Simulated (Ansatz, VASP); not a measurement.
**Sn in VASP and in Ansatz**

```
Sn
1.0
    -2.02919    2.02919    1.66076
     2.02919   -2.02919    1.66076
     2.02919    2.02919   -1.66076
Sn
1
Cartesian
  0.0000 0.0000 0.0000
```

Alike in both runs: functional r2SCAN; k mesh 10 × 10 × 10; occupations fermi-dirac, width 0.05 eV; no spin polarisation.

|  | VASP | Ansatz |
| --- | --- | --- |
| version | VASP 6.6.1 | Ansatz 0.2.0 |
| potentials or method | VASP PAW PBE potentials, release 64 (Sn_d) | Ansatz PAW |
| plane-wave cutoff (eV) | 520 | 500 |
| valence electrons in the cell | 14 | 14 |
| task | single point | band structure |

|  | VASP | Ansatz | Ansatz less VASP |
| --- | --- | --- | --- |
| gap on the k mesh at the Fermi level (eV) | none | none | - |
| pressure (GPa) | -0.5 | -0.5 | 0.00 |
| traceless stress, the component that is largest in VASP (GPa) | 0.44 | 0.43 | -0.012 |

VASP's potentials were made for PBE, not for r2SCAN. A gap of «none» marks a metal or a gap that the smearing closes.
